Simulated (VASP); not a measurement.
## Hf12H (a cell with a defect): single point with PBE

Crystal: Hf12H (a cell with a defect).

```
CELL_PARAMETERS angstrom
6.40000 0.00000 0.00000
-4.80000 8.31384 0.00000
0.00000 0.00000 5.06240
ATOMIC_POSITIONS crystal
Hf 0.02803 0.99650 0.99964
Hf 0.17723 0.23877 0.48864
Hf 0.99892 0.31256 0.99370
Hf 0.15815 0.53493 0.45089
Hf 0.01912 0.66199 0.00921
Hf 0.18601 0.89537 0.52829
Hf 0.50395 0.98575 0.03447
Hf 0.66265 0.21698 0.49020
Hf 0.53918 0.34393 0.02947
Hf 0.66593 0.55574 0.50336
Hf 0.49112 0.67190 0.99964
Hf 0.68696 0.89874 0.51703
H 0.89992 0.81135 0.75067
```

| Property | Result |
| --- | --- |
| Program | VASP 6.6.1 |
| Task | single point |
| Functional | PBE |
| Potentials or basis | VASP PAW PBE potentials, release 64 (Hf_pv, H) |
| Cutoff | 520 eV |
| k mesh | 3 × 2 × 3 |
| Occupations | fermi-dirac, width 0.1 eV |
| Spin | no spin polarisation |
| Dipole correction | no |
| Further INCAR settings | ALGO = Normal; EDIFF = 1e-06; NBANDS = 72 |

| Quantity | Value |
| --- | --- |
| Pressure | 2.8 GPa |
| Largest force | 1.766 eV/Å |

Forces on the atoms (eV/Å):
```
Hf  -0.380  0.834  0.758
Hf   0.704 -1.040  0.122
Hf  -0.126  0.440 -0.491
Hf  -0.380  0.834  1.509
Hf  -0.638  0.094 -0.555
Hf   0.900 -0.331 -0.822
Hf   0.063  0.866 -0.594
Hf   0.268  0.199  0.763
Hf  -0.829 -0.420 -0.873
Hf   0.243  0.299  0.329
Hf   0.820 -0.910 -0.261
Hf  -0.104 -0.204  0.037
H   -0.541 -0.661  0.077
```

Stress tensor (GPa, compression positive):
```
 2.76 -0.62 -0.17
-0.62  2.31  0.21
-0.17  0.21  3.23
```

Levels at points of the mesh, in eV from the Fermi level:
```csv
k point,band 58,band 59,band 60,band 61,band 62,band 63
"(0.00, 0.00, 0.00)",-0.54,0.05,0.22,0.39,0.51,0.56
"(0.00, 0.50, 0.00)",-0.32,-0.14,0.07,0.15,0.33,0.44
```

Wall time 3.2 min on 1 thread of Intel(R) Xeon(R) 6975P-C (Granite Rapids), on a shared host, peak memory 0.41 GiB.

Caveat: the k points lie up to 0.41 Å⁻¹ apart; spin-orbit coupling is left out, which moves the levels of the heavy elements.
